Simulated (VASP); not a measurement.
A run of VASP 6.6.1 is set up as follows.

File INCAR:

```
SYSTEM = AlCo
ALGO = Normal
DIPOL = 0.5 0.5 0.500
EDIFF = 1E-6
ENCUT = 520
GGA = PE
IDIPOL = 3
ISIF = 2
ISMEAR = -1
LASPH = .TRUE.
LCHARG = .FALSE.
LDIPOL = .TRUE.
LREAL = .FALSE.
LWAVE = .FALSE.
NBANDS = 34
NELM = 100
PREC = Accurate
SIGMA = 0.1
```

File KPOINTS:

```
k-points
0
G
  13 9 1
  0 0 0
```

File POSCAR:

```
AlCo
1.0
    2.8528193276      0.0000000000      0.0000000000
    0.0000000000      4.0344957842      0.0000000000
    0.0000000000      0.0000000000     22.0517000000
Co Al
4 4
Direct
    0.7500000000      0.0000000000      0.3627828313
    0.7500000000      0.5000000000      0.4542609434
    0.7500000000      0.0000000000      0.5457390560
    0.7500000000      0.5000000000      0.6372171687
    0.2500000000      0.5000000000      0.3627828313
    0.2500000000      0.0000000000      0.4542609434
    0.2500000000      0.5000000000      0.5457390560
    0.2500000000      0.0000000000      0.6372171687
```

Potentials or basis: VASP PAW PBE potentials, release 64 (Co, Al).

Command:

```sh
$ cat potpaw_PBE.64/Co/POTCAR potpaw_PBE.64/Al/POTCAR > POTCAR
$ mpirun -np 1 vasp_std > vasp.out
```

(1) Predict the largest force.

(2) What does it give for the band gap on the k mesh?

Results:

(1) 0.593 eV/Å.

(2) zero (bands 24 and 25 overlap by 0.92 eV).

Caveat: the run has no spin polarisation, though such a crystal can be magnetic.
